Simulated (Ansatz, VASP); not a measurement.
## One calculation of Sn4C, two programs

```
Sn C
1.0
     3.47022    0.00000    0.00000
    -1.73511    3.00529    0.00000
     0.00000    0.00000   10.94595
Sn C
4 1
Direct
  0.33333 0.66667 0.87541
  0.33333 0.66667 0.37915
  0.66667 0.33333 0.12459
  0.66667 0.33333 0.62085
  0.00000 0.00000 0.00000
```

Alike in both runs: functional PBE; k mesh 12 × 12 × 4; occupations gaussian, width 0.1 eV; no spin polarisation.

Ansatz relaxed the structure, and its values are those at the end. VASP's run is a single point on that final structure, the one shown.

|  | VASP | Ansatz |
| --- | --- | --- |
| version | VASP 6.6.1 | Ansatz 0.2.0 |
| potentials or method | VASP PAW PBE potentials, release 64 (Sn_d, C), cutoff 520 eV | scalar-relativistic, plane waves, PAW |
| valence electrons in the cell | 60 | 60 |

|  | VASP | Ansatz | Ansatz less VASP |
| --- | --- | --- | --- |
| gap on the k mesh at the Fermi level (eV) | none | none | - |
| pressure (GPa) | 0.0 | 0.0 | +0.03 |
| rms of the force components (eV/Å) | 0.006 | 0.000 | -0.0055 |

A gap of «none» marks a metal or a gap that the smearing closes. With one functional, cell and mesh, what is left measures potentials, basis and numerics.
